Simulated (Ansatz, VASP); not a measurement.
## Two plane-wave programs on BiTe

File INCAR:

```
SYSTEM = BiTe
PREC = Accurate ; ENCUT = 520
EDIFF = 1E-6 ; ISMEAR = 0
SIGMA = 0.15 ; LREAL = .False.
LASPH = .True. ; NELM = 60
ALGO = Normal ; ISIF = 2
LWAVE = .False. ; LCHARG = .True.
GGA = PE ; LELF = .True.
LVHAR = .True. ; NBANDS = 18
```

KPOINTS

```
Automatic mesh
0
Gamma
  18 18 18
  0 0 0
```

File POSCAR:

```
BiTe
1.0
    0.0000000000      3.6495257743      2.5802147225
    3.6495257743      0.0000000000      2.5802147225
    3.6495257743      3.6495257743      0.0000000000
Bi Te
1 1
Direct
    0.0000000000      0.0000000000      0.0000000000
    0.5000000000      0.5000000000      0.5000000000
```

Input for Ansatz:

```yaml
crystal:
  lattice:
    - [0.0, 3.6495257743, 2.5802147225]
    - [3.6495257743, 0.0, 2.5802147225]
    - [3.6495257743, 3.6495257743, 0.0]
  atoms:
    - { symbol: Bi, position: [0.0, 0.0, 0.0] }
    - { symbol: Te, position: [0.5, 0.5, 0.5] }
basis:
  ecutwfc: 420
kpoints:
  mp_grid: { grid: [18, 18, 18] }
hamiltonian:
  xc: pbe
scf:
  occupations: { method: gaussian, width: 0.15 }
output:
  forces: true
  stress: true
  eigenvalues: true
```

Alike in both runs: task single point; functional PBE; k mesh 18 × 18 × 18; occupations gaussian, width 0.15 eV; no spin polarisation.

```csv
,VASP,Ansatz
version,VASP 6.6.1,Ansatz 0.2.0
potentials or method,"VASP PAW PBE potentials, release 64 (Bi_d, Te), cutoff 520 eV","scalar-relativistic, plane waves, PAW"
valence electrons in the cell,21,31
```

|  | VASP | Ansatz | Ansatz less VASP |
| --- | --- | --- | --- |
| gap on the k mesh at the Fermi level (eV) | none | none | - |
| pressure (GPa) | 15.4 | 15.5 | +0.14 |
| traceless stress, the component that is largest in VASP (GPa) | 32.53 | 32.78 | +0.247 |

A gap of «none» marks a metal or a gap that the smearing closes. With one functional, cell and mesh, what is left measures potentials, basis and numerics. VASP's potentials hold 21 valence electrons a cell and Ansatz's 31, so a difference there can come from the potentials and not from the codes.

Neither program's run includes spin-orbit coupling.
